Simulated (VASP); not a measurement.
Crystal: Co.

```
CELL_PARAMETERS angstrom
2.51900 0.00000 0.00000
-1.25950 2.18152 0.00000
0.00000 0.00000 4.09100
ATOMIC_POSITIONS crystal
Co 0.33333 0.66667 0.25000
Co 0.66667 0.33333 0.75000
```

Program: VASP 6.6.1. Alike in all runs: task single point; potentials or basis VASP PAW PBE potentials, release 64 (Co); cell as given; k mesh 19 × 19 × 10; cutoff (eV) 520; smearing fermi-dirac 0.05 eV.

Question: Order these runs on this cell by their pressure, lowest first.
A. level PBE; spin collinear, ferromagnetic start
B. level PBE; spin collinear, antiferromagnetic start
C. level PBEsol; spin collinear, ferromagnetic start

Answer: C (-16.7 GPa), B (-11.8 GPa), A (-7.3 GPa).

Caveats: the cell stands under tension; the PAW data sets were made with another functional, which shifts forces and pressure a little (at least some runs).
